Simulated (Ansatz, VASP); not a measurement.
## Two plane-wave programs on Pd

```
CELL_PARAMETERS angstrom
0.00000 1.91937 1.91937
1.91937 0.00000 1.91937
1.91937 1.91937 0.00000
ATOMIC_POSITIONS crystal
Pd 0.00000 0.00000 0.00000
```

Alike in both runs: task relaxation of cell and atoms; functional LDA; k mesh 18 × 18 × 18; occupations fermi-dirac, width 0.15 eV; no spin polarisation.

```csv
,VASP,Ansatz
version,VASP 6.6.1,Ansatz 0.2.0
potentials or method,"VASP PAW LDA potentials, release 64 (Pd), cutoff 600 eV","scalar-relativistic, plane waves, PAW"
valence electrons in the cell,10,18
```

```csv
,VASP,Ansatz,Ansatz less VASP
"gap on the k mesh at the Fermi level, each at its own relaxed structure (eV)",none,none,-
relaxed volume (Å³/atom),14.21,14.19,-0.017
relaxed cell length with the largest relative difference (Å),2.719,2.718,-0.0011
```

Ansatz warns that its potentials were made for another functional, while VASP's fit it. LDA's correlation is that of Perdew and Zunger in VASP and of Perdew and Wang (1992) in Ansatz. A gap of «none» marks a metal or a gap that the smearing closes. VASP's potentials hold 10 valence electrons a cell and Ansatz's 18, so a difference there can come from the potentials and not from the codes.
